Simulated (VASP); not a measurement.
**BN (e600): single point with PBEsol**

The system is BN (e600).

```xyz
4
Lattice="2.5406 0.0000 0.0000 -1.2703 2.2003 0.0000 0.0000 0.0000 4.2027" Properties=species:S:1:pos:R:3 pbc="T T T"
B     0.0000    1.4668   -0.0010
B     1.2703    0.7334    2.1003
N     0.0000    1.4668    1.5728
N     1.2703    0.7334    3.6742
```

```yaml
Program: VASP 6.6.1
Task: single point
Functional: PBEsol
Potentials_or_basis: VASP PAW PBE potentials, release 64 (B, N)
Cutoff: 600 eV
k_mesh: 9 × 9 × 6
Occupations: gaussian, width 0.01 eV
Spin: no spin polarisation
Dipole_correction: no
Further_INCAR_settings: ALGO = Normal; EDIFF = 1e-06; NBANDS = 16
```

| Item | Value |
| --- | --- |
| Pressure | 0.5 GPa |
| Largest force | 0.004 eV/Å |
| Band gap on the k mesh | 4.95 eV, indirect (least direct gap 8.21 eV) |

Forces on the atoms (eV/Å):
```
B    0.000  0.000  0.004
B    0.000  0.000  0.004
N    0.000  0.000 -0.004
N    0.000  0.000 -0.004
```

Levels at points of the mesh, in eV from the valence-band top:
| k point | band 6 | band 7 | band 8 | band 9 | band 10 | band 11 |
| --- | --- | --- | --- | --- | --- | --- |
| (0.00, 0.00, 0.00) | -0.28 | 0.00 | 0.00 | 8.33 | 8.33 | 8.57 |
| (0.00, 0.00, 0.50) | -1.19 | -1.19 | -1.19 | 9.48 | 9.48 | 9.89 |

It took 16 s on 1 thread of Intel Xeon 6975P-C, on a shared host, peak memory 0.14 GiB.

Caveat: the PAW data sets were made with another functional, which shifts forces and pressure a little. A hybrid or GW would open this gap; PBEsol tends to underestimate it.
